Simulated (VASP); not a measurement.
# Ru (P6_3/mmc) in VASP: vibrations by perturbation theory with PBE

Aim: the vibrations by perturbation theory of Ru with PBE.

Program: VASP 6.6.1. These are calculated values, not measurements. Logs are shortened: lines on timing, memory, paths and dates and some standing lists are left out, and cuts for length are marked.

### 1 The cell of the first run

The structure is hexagonal, space group P6_3/mmc (No. 194). Conventional cell: a = 2.706 Å, b = 2.706 Å, c = 4.282 Å, α = 90.00°, β = 90.00°, γ = 120.00°. Within 3.5 Å of Ru (site symmetry -6m2) lie 12 Ru at 2.65 to 2.71 Å.

### 2 Vibrations by perturbation theory, PBE

INCAR reads:

```
SYSTEM = Ru
  PREC = Accurate
  ENCUT = 520
  EDIFF = 1E-8
  ISMEAR = 1
  SIGMA = 0.2
  LREAL = .False.
  LASPH = .True.
  NELM = 100
  ALGO = Normal
  ISIF = 2
  LWAVE = .False.
  LCHARG = .False.
  GGA = PE
  IBRION = 8
  NSW = 1
```

KPOINTS reads:

```
regular mesh
0
Gamma
  12 12 9
  0 0 0
```

POSCAR reads:

```
Ru
1.0
    2.7060000000      0.0000000000      0.0000000000
   -1.3530000000      2.3434647426      0.0000000000
    0.0000000000      0.0000000000      4.2820000000
Ru
2
Direct
    0.3333333333      0.6666666667      0.2500000000
    0.6666666667      0.3333333333      0.7500000000
```

Potentials or basis: VASP PAW PBE potentials, release 64 (Ru_pv).

The run is started by

```
$ cat potpaw_PBE.64/Ru_pv/POTCAR > POTCAR
$ mpirun -np 1 vasp_std > vasp.out
```

OUTCAR:

```text
SYSTEM = Ru
   PREC = Accurate
   ENCUT = 520
   EDIFF = 1E-8
   ISMEAR = 1
   LREAL = .False.
   LASPH = .True.
   NELM = 100
   ISIF = 2
   GGA = PE
   IBRION = 8
   NSW = 1

 ion  position               nearest neighbor table
   1  0.333  0.667  0.250-   2 2.65   2 2.65   2 2.65   2 2.65   2 2.65   2 2.65
   2  0.667  0.333  0.750-   1 2.65   1 2.65   1 2.65   1 2.65   1 2.65   1 2.65

  LATTYP: Found a hexagonal cell.
 ALAT       =     2.7060000000
 C/A-ratio  =     1.5824094605

  Lattice vectors:

 A1 = (   2.7060000000,   0.0000000000,   0.0000000000)
 A2 = (  -1.3530000000,   2.3434647426,   0.0000000000)
 A3 = (   0.0000000000,   0.0000000000,   4.2820000000)

Analysis of symmetry for initial positions (statically):
=====================================================================
 Subroutine PRICEL returns:
 Original cell was already a primitive cell.

 Routine SETGRP: Setting up the symmetry group for a
 hexagonal supercell.

 Subroutine GETGRP returns: Found 24 space group operations
 (whereof 12 operations were pure point group operations)
 out of a pool of 24 trial point group operations.

The static configuration has the point symmetry D_3d.
 The point group associated with its full space group is D_6h.

Analysis of symmetry for dynamics (positions and initial velocities):
=====================================================================
 Subroutine PRICEL returns:
 Original cell was already a primitive cell.

 Routine SETGRP: Setting up the symmetry group for a
 hexagonal supercell.

 Subroutine GETGRP returns: Found 24 space group operations
 (whereof 12 operations were pure point group operations)
 out of a pool of 24 trial point group operations.

The dynamic configuration has the point symmetry D_3d.
 The point group associated with its full space group is D_6h.

 Subroutine INISYM returns: Found 24 space group operations
 (whereof 12 operations are pure point group operations),
 and found     1 'primitive' translations

----------------------------------------------------------------------------------------

                                     Primitive cell

  volume of cell :      27.1539

  direct lattice vectors                    reciprocal lattice vectors
     2.706000000  0.000000000  0.000000000     0.369549150  0.213359301  0.000000000
    -1.353000000  2.343464743  0.000000000     0.000000000  0.426718603  0.000000000
     0.000000000  0.000000000  4.282000000     0.000000000  0.000000000  0.233535731

  length of vectors
     2.706000000  2.706000000  4.282000000     0.426718603  0.426718603  0.233535731

  position of ions in fractional coordinates (direct lattice)
     0.333333333  0.666666667  0.250000000
     0.666666667  0.333333333  0.750000000

  ion indices of the primitive-cell ions
   primitive index   ion index
                 1           1
                 2           2

----------------------------------------------------------------------------------------

 KPOINTS: regular mesh

Automatic generation of k-mesh.
 Grid dimensions read from file:
 generate k-points for:   12   12    9

 Generating k-lattice:

  Cartesian coordinates                     Fractional coordinates (reciprocal lattice)
     0.030795763  0.017779942  0.000000000     0.083333333  0.000000000  0.000000000
     0.000000000  0.035559884  0.000000000     0.000000000  0.083333333  0.000000000
     0.000000000  0.000000000  0.025948415     0.000000000  0.000000000  0.111111111

  Length of vectors
     0.035559884  0.035559884  0.025948415

  Shift w.r.t. Gamma in fractional coordinates (k-lattice)
     0.000000000  0.000000000  0.000000000

 Subroutine IBZKPT returns following result:
 ===========================================

 Found     95 irreducible k-points:

 Following reciprocal coordinates:
            Coordinates               Weight
  0.000000  0.000000  0.000000      1.000000
  0.083333  0.000000  0.000000      6.000000
  0.166667 -0.000000  0.000000      6.000000
  0.250000  0.000000  0.000000      6.000000
  0.333333  0.000000  0.000000      6.000000
  0.416667 -0.000000  0.000000      6.000000
[... 16 lines left out ...]
  0.250000  0.000000  0.111111     12.000000
  0.333333  0.000000  0.111111     12.000000
 [... further k-points ...]
   k-points           NKPTS =     95   k-points in BZ     NKDIM =     95   number of bands    NBANDS=     18
   number of dos      NEDOS =    301   number of ions     NIONS =      2
   total plane-waves  NPLWV =  12800
   dimension x,y,z NGX =    20 NGY =   20 NGZ =   32
   dimension x,y,z NGXF=    40 NGYF=   40 NGZF=   64
   ions per type =               2
   NGX,Y,Z   is equivalent  to a cutoff of  12.29, 12.29, 12.42 a.u.
   NGXF,Y,Z  is equivalent  to a cutoff of  24.57, 24.57, 24.85 a.u.
 SYSTEM =  Ru
   PREC   = accura    normal or accurate (medium, high low for compatibility)
   ISTART =      0    job   : 0-new  1-cont  2-samecut
   ICHARG =      2    charge: 1-file 2-atom 10-const
   ISPIN  =      1    spin polarized calculation?
   LNONCOLLINEAR =      F non collinear calculations
   LSORBIT =      F    spin-orbit coupling
   LASPH  =      T    aspherical Exc in radial PAW
   ENCUT  =  520.0 eV  38.22 Ry    6.18 a.u.   5.03  5.03  7.96*2*pi/ulx,y,z
   NELM   =    100;   NELMIN=  2; NELMDL= -5     # of ELM steps
   EDIFF  = 0.1E-07   stopping-criterion for ELM
   LREAL  =      F    real-space projection
   EDIFFG = 0.1E-06   stopping-criterion for IOM
   NSW    =      1    number of steps for IOM
   IBRION =      8    ionic relax: 0-MD 1-quasi-New 2-CG
   NFREE  =      0    steps in history (QN), initial steepest desc. (CG)
   ISIF   =      2    stress and relaxation
   ISYM   =      2    0-nonsym 1-usesym 2-fastsym
   POTIM  = 0.5000    time-step for ionic-motion
   TEBEG  =    0.0;   TEEND  =   0.0 temperature during run
   PSTRESS=    0.0 pullay stress
   NELECT =      28.0000    total number of electrons
   NUPDOWN=      -1.0000    fix difference up-down
   EMIN   =  10.00;   EMAX   =-10.00  energy-range for DOS
   EFERMI =   0.00;   METHOD = LEGACY
   ISMEAR =     1;   SIGMA  =   0.20  broadening in eV -4-tet -1-fermi 0-gaus
   EFERMI_NEDOS =   21; number of points for ismear=-14 and -15
   IALGO  =     38    algorithm
   IMIX   =      4    mixing-type and parameters
     AMIX     =   0.40;   BMIX     =  1.00
     AMIX_MAG =   1.60;   BMIX_MAG =  1.00
  volume/ion in A,a.u.               =      13.58        91.62
  Fermi-wavevector in a.u.,A,eV,Ry     =   1.653928  3.125470 37.218427  2.735477
  Thomas-Fermi vector in A             =   2.742282
   LORBIT       =      0    0 simple, 1 ext, 2 COOP (PROOUT), +10 PAW based schemes
   GGA     = PE    functional components
   LHFCALC =     F    Hartree Fock is set to
   AEXX    =    0.0000 exact exchange contribution
   IVDW    =     0    specifies the selected vdW correction
   LEPSILON=     F    determine dielectric tensor
   LRPA    =     F    only Hartree local field effects (RPA)
 non-spin polarized calculation
 Methfessel and Paxton  Order N= 1 SIGMA  =   0.20
  energy-cutoff  :      520.00
  volume of cell :       27.15
 maximum number of plane-waves:       756
 NGX is ok and might be reduce to    20
   NGX =  9   NGY =  9   NGZ = 15

--------------------------------------- Ionic step        1  -------------------------------------------

 number of electron      28.0000009 magnetization

 Free energy of the ion-electron system (eV)
  ---------------------------------------------------
  ext. energy  EPLUGINS =         0.00000000
  ---------------------------------------------------
  free energy    TOTEN  =       -18.47809605 eV

  energy without entropy =      -18.48334827  energy(sigma->0) =      -18.47984679

 E-fermi :  12.8497     XC(G=0): -14.1203

 val. band max:       12.7616345154   @ k =   0.0833   0.0833   0.3333
 cond. band min:      12.8678105674   @ k =   0.2500   0.0833   0.1111
 fundamental gap:      0.1061760520
 Fermi energy:        12.8497132364

 k-point     1 :       0.0000    0.0000    0.0000
  band No.  band energies     occupation
      1     -30.8054      2.00000
      2     -29.8831      2.00000
      3     -29.8831      2.00000
      4     -29.7130      2.00000
      5     -29.7130      2.00000
      6     -29.6622      2.00000
[... 481 lines left out ...]
      5     -29.8327      2.00000
      6     -29.8082      2.00000
[... 10 lines left out ...]
     17      14.5806     -0.00000
     18      20.6206      0.00000

 [... further k-points ...]

------------------------ aborting loop because EDIFF is reached ----------------------------------------

  FORCE on cell =-STRESS in cart. coord.  units (eV):
  Direction    XX          YY          ZZ          XY          YZ          ZX
  --------------------------------------------------------------------------------------
  -------------------------------------------------------------------------------------
  Total        0.6982166      0.6982166      0.6879074      0.0000000      0.0000000      0.0000000
  in kB       41.1972151     41.1972151     40.5889398      0.0000000      0.0000000      0.0000000
  external PRESSURE =      40.9944566 kB  Pullay stress =       0.0000000 kB

 VOLUME and BASIS-vectors are now :
 -----------------------------------------------------------------------------
  energy-cutoff  :      520.00
  volume of cell :       27.15
      direct lattice vectors                 reciprocal lattice vectors
     2.706000000  0.000000000  0.000000000     0.369549150  0.213359301  0.000000000
    -1.353000000  2.343464743  0.000000000     0.000000000  0.426718603  0.000000000
     0.000000000  0.000000000  4.282000000     0.000000000  0.000000000  0.233535731

 POSITION                                       TOTAL-FORCE (eV/Angst)
 -----------------------------------------------------------------------------------
     -0.00000      1.56231      1.07050         0.000000     -0.000000      0.000000
      1.35300      0.78115      3.21150        -0.000000      0.000000      0.000000
 -----------------------------------------------------------------------------------
    total drift:                               -0.000000      0.000000     -0.000000

  FREE ENERGIE OF THE ION-ELECTRON SYSTEM (eV)
  ---------------------------------------------------
  free  energy   TOTEN  =       -18.4780960454 eV

  energy  without entropy=      -18.4833482660  energy(sigma->0) =      -18.47984679

[... ionic steps 2 to 3 ...]

--------------------------------------- Ionic step        4  -------------------------------------------

------------------------ aborting loop because EDIFF is reached ----------------------------------------

[... ionic steps 5 to 5 ...]

--------------------------------------- Ionic step        6  -------------------------------------------

 Free energy of the ion-electron system (eV)
  ---------------------------------------------------
  ---------------------------------------------------
  free energy    TOTEN  =        -0.74043099 eV

  energy without entropy =       -0.74043099

------------------------ aborting loop because EDIFF is reached ----------------------------------------

 INTERNAL STRAIN TENSOR  FOR ION    1  DIRECTION 3   (eV/Angst):
 -----------------------------------------------------------------------------
    -0.00069 -0.00000 -0.00000
     0.00000 -0.00069 -0.00000
    -0.00000 -0.00000  0.00943

 INTERNAL STRAIN TENSOR FOR ION    2 for displacements in x,y,z  (eV/Angst):
          X           Y           Z          XY          YZ          ZX
  --------------------------------------------------------------------------------
  x    -0.00000     0.00000     0.00000     2.77895     0.00000     0.00000
  y     2.77895    -2.77895     0.00000     0.00000     0.00000     0.00000
  z    -0.00000     0.00000    -0.00000     0.00000    -0.00000     0.00000

 SECOND DERIVATIVES (NOT SYMMETRIZED)
 ------------------------------------
               1X          1Y          1Z          2X          2Y          2Z
  1X    -7.859608    0.000000    0.000000    7.859608    0.000000    0.000000
  1Y     0.000000   -7.859608    0.000000    0.000000    7.859608    0.000000
  1Z     0.000000    0.000000  -13.925801    0.000000    0.000000   13.925801
  2X     7.859608    0.000000    0.000000   -7.859608    0.000000    0.000000
  2Y     0.000000    7.859608    0.000000    0.000000   -7.859608    0.000000
  2Z     0.000000    0.000000   13.925801    0.000000    0.000000  -13.925801

 Eigenvectors and eigenvalues of the dynamical matrix
 ----------------------------------------------------

   1 f  =    8.206627 THz    51.563756 2PiTHz  273.743602 cm-1    33.939866 meV
             X         Y         Z           dx          dy          dz
     -0.000000  1.562310  1.070500     0.000000    0.000000   -0.707107
      1.353000  0.781155  3.211500     0.000000    0.000000    0.707107
[... 16 lines left out ...]
   5 f  =    0.000000 THz     0.000000 2PiTHz    0.000000 cm-1     0.000000 meV
             X         Y         Z           dx          dy          dz
     -0.000000  1.562310  1.070500     0.000000    0.000000    0.707107
      1.353000  0.781155  3.211500     0.000000    0.000000    0.707107

   6 f/i=    0.000000 THz     0.000001 2PiTHz    0.000004 cm-1     0.000000 meV
             X         Y         Z           dx          dy          dz
     -0.000000  1.562310  1.070500    -0.105009    0.699266    0.000000
      1.353000  0.781155  3.211500    -0.105009    0.699266    0.000000

--------------------------------------------------------------------------------------------------------

 ELASTIC MODULI CONTR FROM IONIC RELAXATION (kBar)
 Direction    XX          YY          ZZ          XY          YZ          ZX
 --------------------------------------------------------------------------------
 XX         -57.9746     57.9746      0.0000      0.0000      0.0000      0.0000
 YY          57.9746    -57.9746     -0.0000      0.0000     -0.0000      0.0000
 ZZ           0.0000     -0.0000     -0.0000      0.0000     -0.0000      0.0000
 XY           0.0000      0.0000      0.0000    -57.9746      0.0000      0.0000
 YZ           0.0000     -0.0000     -0.0000      0.0000     -0.0000      0.0000
 ZX           0.0000      0.0000      0.0000      0.0000      0.0000      0.0000
 --------------------------------------------------------------------------------
```

Run time: 15 min. Hardware: 1 thread of AMD EPYC, shared host; peak memory 0.39 GiB.

What came out:

- Highest phonon frequency at Γ: 274 cm⁻¹

Phonon frequencies in cm⁻¹ (negative: imaginary):
```tsv
q point	frequencies
(0.000, 0.000, 0.000)	0 0 0 206 206 274
```

Caveat: the cell stands under pressure or tension, which shifts response properties.
